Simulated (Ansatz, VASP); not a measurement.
**SiW9: VASP beside Ansatz**

```
W Si
1.0
     4.51785    0.00000    0.00000
    -2.25892    3.91257    0.00000
     0.00000    0.00000   27.11761
W Si
9 1
Direct
  0.66667 0.33333 0.31345
  0.33333 0.66667 0.34746
  0.00000 0.00000 0.38146
  0.66667 0.33333 0.41547
  0.33333 0.66667 0.44867
  0.00000 0.00000 0.48106
  0.66667 0.33333 0.51829
  0.33333 0.66667 0.55060
  0.00000 0.00000 0.57538
  0.00000 0.00000 0.66604
```

Alike in both runs: task single point; functional PBE; k mesh 15 × 15 × 1; occupations gaussian, width 0.1 eV; no spin polarisation.

```csv
,VASP,Ansatz
version,VASP 6.6.1,Ansatz 0.2.0
potentials or method,"VASP PAW PBE potentials, release 64 (W_sv, Si), cutoff 520 eV","scalar-relativistic, plane waves, PAW"
valence electrons in the cell,130,130
```

```csv
,VASP,Ansatz,Ansatz less VASP
gap on the k mesh at the Fermi level (eV),none,none,-
rms of the force components (eV/Å),0.593,0.594,+0.0012
"work function, face that differs most (eV)",4.00,4.00,-0.002
```

Atom by atom the forces differ by 0.013 eV/Å (rms over components). A gap of «none» marks a metal or a gap that the smearing closes. Ansatz's warnings: published levels not confirmed, xc potential rough in thin density.

Spin-orbit coupling is off throughout.
